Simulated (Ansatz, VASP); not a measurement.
**Two plane-wave programs on GaN**

```
CELL_PARAMETERS angstrom
0.00000 2.24440 2.24440
2.24440 0.00000 2.24440
2.24440 2.24440 0.00000
ATOMIC_POSITIONS crystal
Ga 0.00000 0.00000 0.00000
N 0.25000 0.25000 0.25000
```

Alike in both runs: task single point; functional PBE; k mesh 10 × 10 × 10; occupations gaussian, width 0.02 eV; non-collinear spin, spin-orbit coupling.

|  | VASP | Ansatz |
| --- | --- | --- |
| version | VASP 6.6.1 | Ansatz 0.2.0 |
| potentials or method | VASP PAW PBE potentials, release 64 (Ga_d, N), cutoff 600 eV | plane waves, PAW |
| valence electrons in the cell | 18 | 18 |

|  | VASP | Ansatz | Ansatz less VASP |
| --- | --- | --- | --- |
| pressure (GPa) | 7.3 | 7.4 | +0.17 |
